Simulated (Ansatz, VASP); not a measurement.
## Two plane-wave programs on GaN

The input INCAR:

```
SYSTEM = GaN
PREC     = Accurate       ! precision mode
ENCUT    = 600            ! plane-wave cutoff, eV
EDIFF    = 1E-6           ! SCF threshold, eV
ISMEAR   = -1             ! smearing method
SIGMA    = 0.05           ! smearing width, eV
LREAL    = .FALSE.        ! projectors in reciprocal space
LASPH    = .TRUE.         ! aspherical terms in the spheres
NELM     = 120            ! most SCF steps
ALGO     = Normal         ! electronic algorithm
ISIF     = 2              ! what is computed and relaxed
LWAVE    = .FALSE.        ! write WAVECAR
LCHARG   = .TRUE.         ! write CHGCAR
GGA      = PE             ! functional
LELF     = .TRUE.         ! ELF
LVHAR    = .TRUE.       
NBANDS   = 46             ! bands
GGA_COMPAT= .FALSE.
```

Contents of KPOINTS:

```
regular mesh
0
G
  10 10 3
  0 0 0
```

POSCAR

```
GaN
1.0
    3.2745251067      0.0000000000      0.0000000000
   -1.6372625534      2.8358219278      0.0000000000
    0.0000000000      0.0000000000     10.5599668638
Ga N
4 4
Direct
    0.0000000000      0.0000000000      0.7858680000
    0.6666666667      0.3333333333      0.0373490000
    0.3333333333      0.6666666667      0.5373490000
    0.0000000000      0.0000000000      0.2858680000
    0.0000000000      0.0000000000      0.0930380000
    0.6666666667      0.3333333333      0.3437450000
    0.0000000000      0.0000000000      0.5930380000
    0.3333333333      0.6666666667      0.8437450000
```

Contents of input.yaml:

```yaml
crystal:
  lattice:
    - [3.2745251067, 0.0, 0.0]
    - [-1.6372625534, 2.8358219278, 0.0]
    - [0.0, 0.0, 10.5599668638]
  atoms:
    - { symbol: Ga, position: [0.0, 0.0, 0.785868] }
    - { symbol: Ga, position: [0.6666666667, 0.3333333333, 0.037349] }
    - { symbol: Ga, position: [0.3333333333, 0.6666666667, 0.537349] }
    - { symbol: Ga, position: [0.0, 0.0, 0.285868] }
    - { symbol: "N", position: [0.0, 0.0, 0.093038] }
    - { symbol: "N", position: [0.6666666667, 0.3333333333, 0.343745] }
    - { symbol: "N", position: [0.0, 0.0, 0.593038] }
    - { symbol: "N", position: [0.3333333333, 0.6666666667, 0.843745] }
hamiltonian:
  xc: pbe
  pseudopotentials: { kind: paw }
kpoints:
  mp_grid: { grid: [10, 10, 3] }
scf:
  occupations: { method: fermi_dirac, width: 0.05 }
output:
  forces: true
  stress: true
  eigenvalues: true
```

Alike in both runs: task single point; functional PBE; k mesh 10 × 10 × 3; occupations fermi-dirac, width 0.05 eV; no spin polarisation.

|  | VASP | Ansatz |
| --- | --- | --- |
| version | VASP 6.6.1 | Ansatz 0.2.0 |
| potentials or method | VASP PAW PBE potentials, release 64 (Ga_d, N) | Ansatz PAW |
| plane-wave cutoff (eV) | 600 | 420 |
| valence electrons in the cell | 72 | 72 |

VASP gave:

```
gap on the k mesh at the Fermi level (eV)                     : 0.41
least direct gap on the mesh (eV)                             : 0.41
pressure (GPa)                                                : -8.8
traceless stress, the component that is largest in VASP (GPa) : 6.93
rms of the force components (eV/Å)                            : 0.092
```

Estimate Ansatz's values.

gap on the k mesh at the Fermi level (eV): 0.41; least direct gap on the mesh (eV): 0.41; pressure (GPa): -8.7; traceless stress, the component that is largest in VASP (GPa): 7.03; rms of the force components (eV/Å): 0.093.

Atom by atom the forces differ by 0.005 eV/Å (rms over components).

Noted on Ansatz's run: odd divisions of the mesh miss points on the zone boundary, where band edges often lie, so the gap on the mesh can be too wide.
